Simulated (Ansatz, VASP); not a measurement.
**One calculation of V, two programs**

INCAR

```
SYSTEM = V
  ALGO = Normal
  EDIFF = 1E-7
  ENCUT = 520
  GGA = RP
  ISIF = 2
  ISMEAR = 0
  ISPIN = 2
  LASPH = .TRUE.
  LCHARG = .FALSE.
  LMAXMIX = 4
  LORBIT = 11
  LREAL = .FALSE.
  LWAVE = .FALSE.
  MAGMOM = 2 2
  NBANDS = 24
  NELM = 150
  PREC = Accurate
  SIGMA = 0.1
```

KPOINTS

```
k-points
0
G
  12 12 6
  0 0 0
```

File POSCAR:

```
V
1.0
    2.6042941027      0.0000000000      0.0000000000
   -1.3021470513      2.2553848518      0.0000000000
    0.0000000000      0.0000000000      4.7233360000
V
2
Direct
    0.3333333333      0.6666666667      0.2500000000
    0.6666666667      0.3333333333      0.7500000000
```

The input input.yaml:

```yaml
crystal:
  lattice:
    - [2.6042941027, 0.0, 0.0]
    - [-1.3021470513, 2.2553848518, 0.0]
    - [0.0, 0.0, 4.723336]
  atoms:
    - { symbol: V, position: [0.3333333333, 0.6666666667, 0.25], spin: 2.0 }
    - { symbol: V, position: [0.6666666667, 0.3333333333, 0.75], spin: 2.0 }
kpoints:
  mp_grid: { grid: [12, 12, 6] }
scf:
  occupations: { method: gaussian, width: 0.1 }
hamiltonian:
  xc: rpbe
  pseudopotentials: { kind: all_electron, lapw: { basis_error: 0.001 } }
magnetization:
  spin_polarized: true
output:
  forces: true
  stress: true
  eigenvalues: true
```

Alike in both runs: task single point; functional RPBE; k mesh 12 × 12 × 6; occupations gaussian, width 0.1 eV; collinear spin.

|  | VASP | Ansatz |
| --- | --- | --- |
| version | VASP 6.6.1 | Ansatz 0.2.0 |
| potentials or method | VASP PAW PBE potentials, release 64 (V_sv), cutoff 520 eV | all-electron LAPW, scalar-relativistic |

```tsv
	VASP	Ansatz	Ansatz less VASP
gap on the k mesh at the Fermi level (eV)	none	none	-
pressure (GPa)	3.7	3.5	-0.29
traceless stress, the component that is largest in VASP (GPa)	-1.23	-1.17	+0.058
net moment per atom (μB)	0.00	0.00	-0.001
```

VASP's potentials were made for PBE, not for RPBE. A gap of «none» marks a metal or a gap that the smearing closes. Ansatz ran all-electron here, and VASP with PAW potentials.
